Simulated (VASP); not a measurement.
# TiO2: single point with revPBE+D4

The system is TiO2.

```
Ti O
1.0
     6.19433   -1.89594    0.00000
     6.19433    1.89594    0.00000
    -1.94110    0.00000    6.37088
Ti O
4 8
Direct
  0.90007 0.90007 0.28960
  0.19529 0.19529 0.28376
  0.09993 0.09993 0.71040
  0.80471 0.80471 0.71624
  0.36193 0.36193 0.29340
  0.26349 0.26349 0.65250
  0.86719 0.86719 0.99529
  0.73651 0.73651 0.34750
  0.94165 0.94165 0.63002
  0.13281 0.13281 0.00471
  0.63807 0.63807 0.70660
  0.05835 0.05835 0.36998
```

```yaml
Program: VASP 6.6.1
Task: single point
Functional: revPBE
Dispersion: D4
Potentials_or_basis: VASP PAW PBE potentials, release 64 (Ti_sv, O)
Cutoff: 520 eV
k_mesh: 8 × 8 × 4
Occupations: fermi-dirac, width 0.05 eV
Spin: no spin polarisation
Dipole_correction: no
Further_INCAR_settings: ALGO = Normal; EDIFF = 1e-06; NBANDS = 60
```

```yaml
Pressure: -7.5 GPa
Largest_force: 0.357 eV/Å
Band_gap_on_the_k_mesh: 2.68 eV (least direct gap 2.84 eV)
Dispersion_energy_per_atom: -0.344 eV
```

Forces in eV/Å, atoms in the order of the input:
```
Ti   0.133  0.000 -0.152
Ti  -0.102  0.000 -0.342
Ti  -0.133  0.000  0.152
Ti   0.102  0.000  0.342
O   -0.104  0.000  0.025
O   -0.018  0.000  0.072
O   -0.173  0.000 -0.130
O    0.018  0.000 -0.072
O    0.058  0.000  0.019
O    0.173  0.000  0.130
O    0.104  0.000 -0.025
O   -0.058  0.000 -0.019
```

Stress tensor (GPa, compression positive):
```
-7.38  0.00 -0.15
 0.00 -7.60  0.00
-0.15  0.00 -7.50
```

Levels at points of the mesh, in eV from the valence-band top:
```csv
k point,band 46,band 47,band 48,band 49,band 50,band 51
"(0.00, 0.00, 0.00)",-0.73,-0.35,-0.16,2.68,3.01,3.22
"(0.50, 0.00, 0.00)",-0.47,-0.20,-0.12,3.04,3.09,3.49
"(0.50, 0.50, 0.00)",-0.62,-0.38,-0.11,2.81,2.86,3.35
"(0.00, 0.00, 0.50)",-0.67,-0.57,-0.42,2.79,3.04,3.20
"(0.50, 0.00, 0.50)",-0.51,-0.09,-0.01,3.08,3.13,3.35
"(0.50, 0.50, 0.50)",-0.42,-0.20,-0.20,2.93,3.02,3.17
```

Wall time 14 min on 1 thread of Intel(R) Xeon(R) Platinum 8488C (Sapphire Rapids) (shared host), peak memory 0.66 GiB.

Caveat: the cell stands under tension; the PAW data sets were made with another functional, which shifts forces and pressure a little. A k mesh can miss the band edges.
